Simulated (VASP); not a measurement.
Set up this calculation in VASP 6.6.1, as the native input.

```
Task                   : single point
Functional             : PBE
Potentials or basis    : VASP PAW PBE potentials, release 64 (Nb_sv, Li_sv)
Cutoff                 : 520 eV
k mesh                 : 13 × 13 × 13
Occupations            : fermi-dirac, width 0.05 eV
Spin                   : no spin polarisation
Dipole correction      : no
Further INCAR settings : ALGO = Normal; EDIFF = 1e-07; NBANDS = 15
```

The structure of LiNb lies in POSCAR:

```
LiNb
1.0
    3.1288282806      0.0000000000      0.0000000000
    0.0000000000      3.1288282806      0.0000000000
    0.0000000000      0.0000000000      3.1288282806
Nb Li
1 1
Direct
    0.0000000000      0.0000000000      0.0000000000
    0.5000000000      0.5000000000      0.5000000000
```

The input as run:

INCAR

```
SYSTEM = LiNb
PREC     = Accurate       ! precision mode
ENCUT    = 520            ! plane-wave cutoff, eV
EDIFF    = 1E-7           ! SCF threshold, eV
ISMEAR   = -1             ! smearing method
SIGMA    = 0.05           ! smearing width, eV
LREAL    = .False.        ! projectors in reciprocal space
LASPH    = .True.         ! aspherical terms in the spheres
NELM     = 80             ! most SCF steps
ALGO     = Normal         ! electronic algorithm
ISIF     = 2              ! what is computed and relaxed
LWAVE    = .False.        ! write WAVECAR
LCHARG   = .False.        ! write CHGCAR
GGA      = PE             ! functional
NBANDS   = 15             ! bands
```

KPOINTS

```
regular mesh
0
Gamma
  13 13 13
  0 0 0
```

Potentials or basis: VASP PAW PBE potentials, release 64 (Nb_sv, Li_sv).

The run is started by

```bash
$ cat potpaw_PBE.64/Nb_sv/POTCAR potpaw_PBE.64/Li_sv/POTCAR > POTCAR
$ mpirun -np 1 vasp_std > vasp.out
```

Results of the run:

```json
{"Band gap on the k mesh": "zero (band 8 reaches 8.51 eV, above the bottom of band 9 at 7.16 eV)"}
```

Run time: 19 s on 1 thread of Intel(R) Xeon(R) Platinum 8259CL CPU @ 2.50GHz (Skylake/Cascade Lake) (shared host), peak memory 0.16 GiB.
